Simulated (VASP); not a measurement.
# BaO (lda) (Fm-3m) in VASP: single point with LDA

Aim: the single point of BaO (lda) with LDA.

Program: VASP 6.6.1. These are calculated values, not measurements. Logs are shortened: lines on timing, memory, paths and dates and some standing lists are left out, and cuts for length are marked.

### 1 The cell of the first run

Symmetry: Fm-3m, No. 225, cubic system. The conventional cell has a = 5.434 Å, b = 5.434 Å, c = 5.434 Å, α = 90.00°, β = 90.00°, γ = 90.00°. Ba (site symmetry m-3m) has 6 O at 2.72 Å within 3.6 Å. Within 3.6 Å of O (site symmetry m-3m) lie 6 Ba at 2.72 Å.

### 2 Single point, LDA

File INCAR:

```
  ALGO = Normal
  EDIFF = 1E-6
  ENCUT = 600
  GGA = CA
  GGA_COMPAT = False
  ISIF = 2
  ISMEAR = 0
  LASPH = True
  LCHARG = False
  LREAL = False
  LWAVE = False
  NBANDS = 15
  NELM = 120
  PREC = Accurate
  SIGMA = 0.02
```

File KPOINTS:

```
k-points
0
Gamma
  8 8 8
```

File POSCAR:

```
BaO
1.0
    0.0000000000      2.7170902327      2.7170902327
    2.7170902327      0.0000000000      2.7170902327
    2.7170902327      2.7170902327      0.0000000000
Ba O
1 1
Direct
    0.0000000000      0.0000000000      0.0000000000
    0.5000000000      0.5000000000      0.5000000000
```

Potentials or basis: VASP PAW LDA potentials, release 64 (Ba_sv, O).

Started as:

```sh
$ cat potpaw_LDA.64/Ba_sv/POTCAR potpaw_LDA.64/O/POTCAR > POTCAR
$ mpirun -np 1 vasp_std > vasp.out
```

OUTCAR:

```text
EDIFF = 1E-6
   ENCUT = 600
   GGA = CA
   ISIF = 2
   ISMEAR = 0
   LASPH = True
   LREAL = False
   NELM = 120
   PREC = Accurate

 ion  position               nearest neighbor table
   1  0.000  0.000  0.000-   2 2.72   2 2.72   2 2.72   2 2.72   2 2.72   2 2.72
   2  0.500  0.500  0.500-   1 2.72   1 2.72   1 2.72   1 2.72   1 2.72   1 2.72

  LATTYP: Found a face centered cubic cell.
 ALAT       =     5.4341804654

  Lattice vectors:

 A1 = (   0.0000000000,   2.7170902327,   2.7170902327)
 A2 = (   2.7170902327,   0.0000000000,   2.7170902327)
 A3 = (   2.7170902327,   2.7170902327,   0.0000000000)

Analysis of symmetry for initial positions (statically):
=====================================================================
 Subroutine PRICEL returns:
 Original cell was already a primitive cell.

 Routine SETGRP: Setting up the symmetry group for a
 face centered cubic supercell.

 Subroutine GETGRP returns: Found 48 space group operations
 (whereof 48 operations were pure point group operations)
 out of a pool of 48 trial point group operations.

The static configuration has the point symmetry O_h .

Analysis of symmetry for dynamics (positions and initial velocities):
=====================================================================
 Subroutine PRICEL returns:
 Original cell was already a primitive cell.

 Routine SETGRP: Setting up the symmetry group for a
 face centered cubic supercell.

 Subroutine GETGRP returns: Found 48 space group operations
 (whereof 48 operations were pure point group operations)
 out of a pool of 48 trial point group operations.

The dynamic configuration has the point symmetry O_h .

 Subroutine INISYM returns: Found 48 space group operations
 (whereof 48 operations are pure point group operations),
 and found     1 'primitive' translations

----------------------------------------------------------------------------------------

                                     Primitive cell

  volume of cell :      40.1183

  direct lattice vectors                    reciprocal lattice vectors
     0.000000000  2.717090233  2.717090233    -0.184020388  0.184020388  0.184020388
     2.717090233  0.000000000  2.717090233     0.184020388 -0.184020388  0.184020388
     2.717090233  2.717090233  0.000000000     0.184020388  0.184020388 -0.184020388

  length of vectors
     3.842545857  3.842545857  3.842545857     0.318732662  0.318732662  0.318732662

  position of ions in fractional coordinates (direct lattice)
     0.000000000  0.000000000  0.000000000
[... 83 lines left out ...]
   NFREE  =      0    steps in history (QN), initial steepest desc. (CG)
   ISIF   =      2    stress and relaxation
   ISYM   =      2    0-nonsym 1-usesym 2-fastsym
   POTIM  = 0.5000    time-step for ionic-motion
   TEBEG  =    0.0;   TEEND  =   0.0 temperature during run
   PSTRESS=    0.0 pullay stress
   NELECT =      16.0000    total number of electrons
   NUPDOWN=      -1.0000    fix difference up-down
   EMIN   =  10.00;   EMAX   =-10.00  energy-range for DOS
   EFERMI =   0.00;   METHOD = LEGACY
   ISMEAR =     0;   SIGMA  =   0.02  broadening in eV -4-tet -1-fermi 0-gaus
   EFERMI_NEDOS =   21; number of points for ismear=-14 and -15
   IALGO  =     38    algorithm
   IMIX   =      4    mixing-type and parameters
     AMIX     =   0.40;   BMIX     =  1.00
     AMIX_MAG =   1.60;   BMIX_MAG =  1.00
  volume/ion in A,a.u.               =      20.06       135.37
  Fermi-wavevector in a.u.,A,eV,Ry     =   1.205038  2.277192 19.757248  1.452117
  Thomas-Fermi vector in A             =   2.340746
   LORBIT       =      0    0 simple, 1 ext, 2 COOP (PROOUT), +10 PAW based schemes
   GGA     = CA    functional components
   LHFCALC =     F    Hartree Fock is set to
   AEXX    =    0.0000 exact exchange contribution
   IVDW    =     0    specifies the selected vdW correction
   LEPSILON=     F    determine dielectric tensor
   LRPA    =     F    only Hartree local field effects (RPA)
 non-spin polarized calculation
 Gauss-broadening in eV      SIGMA  =   0.02
  energy-cutoff  :      600.00
  volume of cell :       40.12
 maximum number of plane-waves:      1363
   NGX = 15   NGY = 15   NGZ = 15

 number of electron      15.9999998 magnetization

 Free energy of the ion-electron system (eV)
  ---------------------------------------------------
  ext. energy  EPLUGINS =         0.00000000
  ---------------------------------------------------
  free energy    TOTEN  =       -13.10503657 eV

  energy without entropy =      -13.10503657  energy(sigma->0) =      -13.10503657

 E-fermi :   2.0600     XC(G=0): -10.3310

 val. band max:        1.9680617115   @ k =   0.5000   0.5000   0.0000
 cond. band min:       3.5661474793   @ k =   0.5000   0.5000   0.0000
 fundamental gap:      1.5980857678
 Fermi energy:         2.0599566491

 k-point     1 :       0.0000    0.0000    0.0000
  band No.  band energies     occupation
      1     -23.8236      2.00000
      2     -12.9105      2.00000
      3      -8.2102      2.00000
      4      -8.2102      2.00000
      5      -8.2102      2.00000
      6       1.4395      2.00000
      7       1.4395      2.00000
      8       1.4395      2.00000
      9       5.5272      0.00000
     10       6.5108      0.00000
     11       6.5108      0.00000
     12       6.5108      0.00000
     13       8.9751      0.00000
     14       8.9751      0.00000
[... 401 lines left out ...]
      2     -13.6603      2.00000
      3      -8.9821      2.00000
      4      -8.9539      2.00000
      5      -8.3147      2.00000
      6       0.1301      2.00000
      7       0.8590      2.00000
      8       0.9172      2.00000
      9       6.7166      0.00000
     10       7.3483      0.00000
     11       9.9938      0.00000
     12      10.1079      0.00000
     13      12.4279      0.00000
     14      14.0132      0.00000
     15      14.3687      0.00000

 [... further k-points ...]
[... 5 lines left out ...]
  --------------------------------------------------------------------------------------
  -------------------------------------------------------------------------------------
  Total        0.5464847      0.5464847      0.5464847      0.0000000     -0.0000000     -0.0000000
  in kB       21.8246067     21.8246067     21.8246067      0.0000000     -0.0000000     -0.0000000
  external PRESSURE =      21.8246067 kB  Pullay stress =       0.0000000 kB

 VOLUME and BASIS-vectors are now :
 -----------------------------------------------------------------------------
  energy-cutoff  :      600.00
  volume of cell :       40.12
      direct lattice vectors                 reciprocal lattice vectors
     0.000000000  2.717090233  2.717090233    -0.184020388  0.184020388  0.184020388
     2.717090233  0.000000000  2.717090233     0.184020388 -0.184020388  0.184020388
     2.717090233  2.717090233  0.000000000     0.184020388  0.184020388 -0.184020388

 POSITION                                       TOTAL-FORCE (eV/Angst)
 -----------------------------------------------------------------------------------
      0.00000      0.00000      0.00000        -0.000000      0.000000     -0.000000
      2.71709      2.71709      2.71709         0.000000      0.000000      0.000000
 -----------------------------------------------------------------------------------
    total drift:                                0.000000     -0.000000      0.000000

  FREE ENERGIE OF THE ION-ELECTRON SYSTEM (eV)
  ---------------------------------------------------
  free  energy   TOTEN  =       -13.1050365651 eV

  energy  without entropy=      -13.1050365651  energy(sigma->0) =      -13.10503657
```

stdout:

```text
POSCAR found type information on POSCAR BaO
 POSCAR found :  2 types and       2 ions
 scaLAPACK will be used
 LDA part: xc-table for (Slater(with rela. corr.)+CA(PZ))
 , standard interpolation
 POSCAR, INCAR and KPOINTS ok, starting setup
 FFT: planning ... GRIDC
 FFT: planning ... GRID_SOFT
 FFT: planning ... GRID
 WAVECAR not read
 entering main loop
```

Run time: 26 s. Hardware: 1 thread of Intel Xeon 8259CL, shared host; peak memory 0.16 GiB.

What came out:

| Item | Value |
| --- | --- |
| Free energy | -13.1050 eV |
| Pressure | 2.2 GPa |
| Band gap on the k mesh | 1.60 eV, direct |

Caveat: spin-orbit coupling is left out, which moves the levels of the heavy elements. Expect the measured gap to be larger: semilocal functionals such as LDA lack the derivative discontinuity.
